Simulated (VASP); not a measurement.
Write the native input for VASP 6.6.1 that does the following.

- Task: single point
- Functional: PBE
- Potentials or basis: VASP PAW PBE potentials, release 64 (Na_pv, I)
- Cutoff: 500 eV
- k mesh: 6 × 6 × 6
- Occupations: gaussian, width 0.05 eV
- Spin: no spin polarisation
- Dipole correction: no
- Further INCAR settings: ALGO = Normal; EDIFF = 1e-06; NBANDS = 14

The structure of NaI lies in POSCAR:

```
NaI
1.0
    0.0000000000      3.2364000000      3.2364000000
    2.7509400000      0.0000000000      3.2364000000
    2.7509400000      3.2364000000      0.0000000000
Na I
1 1
Direct
    0.0000000000      0.0000000000      0.0000000000
    0.5000000000      0.5000000000      0.5000000000
```

This cell differs from its parent crystal: strain -0.1500 x Voigt [1, 0, 0, 0, 0, 0].

These files were run (other wordings do the same):

INCAR

```
PREC = Accurate ; ENCUT = 500
EDIFF = 1E-6 ; ISMEAR = 0
SIGMA = 0.05 ; LREAL = F
LASPH = T ; NELM = 120
ALGO = Normal ; ISIF = 2
LWAVE = F ; LCHARG = F
GGA = PE ; NBANDS = 14
GGA_COMPAT = F
```

KPOINTS

```
Automatic mesh
0
Gamma
  6 6 6
```

Potentials or basis: VASP PAW PBE potentials, release 64 (Na_pv, I).

Run with:

```bash
$ cat potpaw_PBE.64/Na_pv/POTCAR potpaw_PBE.64/I/POTCAR > POTCAR
$ mpirun -np 1 vasp_std > vasp.out
```

Results of the run:

The pressure is 6.4 GPa. The band gap on the k mesh is 4.08 eV.

Caveat: the cell differs from its parent crystal (strain -0.1500 x Voigt [1, 0, 0, 0, 0, 0]); the stress differs along the axes, from 2 to 15 GPa; spin-orbit coupling is left out, which moves the levels of the heavy elements.

Wall time 21 s on 1 thread of Intel Xeon 8259CL (shared host), peak memory 0.19 GiB.
